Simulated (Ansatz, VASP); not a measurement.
# LiNbO3 in VASP and in Ansatz

Contents of INCAR:

```
  PREC = Accurate
  ENCUT = 520
  EDIFF = 1E-6
  ISMEAR = 0
  SIGMA = 0.05
  LREAL = F
  LASPH = T
  NELM = 80
  ALGO = Normal
  ISIF = 2
  LWAVE = F
  LCHARG = F
  GGA = PE
  NBANDS = 45
```

File KPOINTS:

```
regular mesh
0
Gamma
  6 6 6
```

Contents of POSCAR:

```
LiNbO3
1.0
    2.5048192932      1.4461580933      4.9986173815
   -2.5048192932      1.4461580933      4.9986173815
    0.0000000000     -2.8923161864      4.9986173816
Li Nb O
2 2 6
Direct
    0.2500000000      0.2500000000      0.2500000000
    0.7500000000      0.7500000000      0.7500000000
    0.0000000000      0.0000000000      0.0000000000
    0.5000000000      0.5000000000      0.5000000000
    0.1111894848      0.3888105152      0.7500000000
    0.7500000000      0.1111894848      0.3888105152
    0.3888105152      0.7500000000      0.1111894848
    0.8888105152      0.6111894848      0.2500000000
    0.2500000000      0.8888105152      0.6111894848
    0.6111894848      0.2500000000      0.8888105152
```

Input for Ansatz:

```yaml
crystal:
  lattice:
    - [2.5048192932, 1.4461580933, 4.9986173815]
    - [-2.5048192932, 1.4461580933, 4.9986173815]
    - [0.0, -2.8923161864, 4.9986173816]
  atoms:
    - { symbol: Li, position: [0.25, 0.25, 0.25] }
    - { symbol: Li, position: [0.75, 0.75, 0.75] }
    - { symbol: Nb, position: [0.0, 0.0, 0.0] }
    - { symbol: Nb, position: [0.5, 0.5, 0.5] }
    - { symbol: O, position: [0.1111894848, 0.3888105152, 0.75] }
    - { symbol: O, position: [0.75, 0.1111894848, 0.3888105152] }
    - { symbol: O, position: [0.3888105152, 0.75, 0.1111894848] }
    - { symbol: O, position: [0.8888105152, 0.6111894848, 0.25] }
    - { symbol: O, position: [0.25, 0.8888105152, 0.6111894848] }
    - { symbol: O, position: [0.6111894848, 0.25, 0.8888105152] }
basis:
  ecutwfc: 520.0
kpoints:
  mp_grid: { grid: [6, 6, 6] }
hamiltonian:
  xc: pbe
  pseudopotentials: { kind: paw, azcp: { folder: soft_1 } }
scf:
  occupations: { method: gaussian, width: 0.05 }
output:
  forces: true
  stress: true
  eigenvalues: true
```

Alike in both runs: task single point; functional PBE; k mesh 6 × 6 × 6; occupations gaussian, width 0.05 eV; no spin polarisation.

```csv
,VASP,Ansatz
version,VASP 6.6.1,Ansatz 0.2.0
potentials or method,"VASP PAW PBE potentials, release 64 (Li_sv, Nb_sv, O), cutoff 520 eV","scalar-relativistic, plane waves, PAW"
valence electrons in the cell,68,68
```

```tsv
	VASP	Ansatz	Ansatz less VASP
gap on the k mesh at the Fermi level (eV)	2.17	2.19	+0.014
least direct gap on the mesh (eV)	2.23	2.24	+0.014
rms of the force components (eV/Å)	0.431	0.413	-0.0178
```

Atom by atom the forces differ by 0.018 eV/Å (rms over components). The functional is the same, so the differences come from potentials, cutoffs and numerics.

Noted on VASP's run: the cutoff is short for stress, so the pressure is rough.
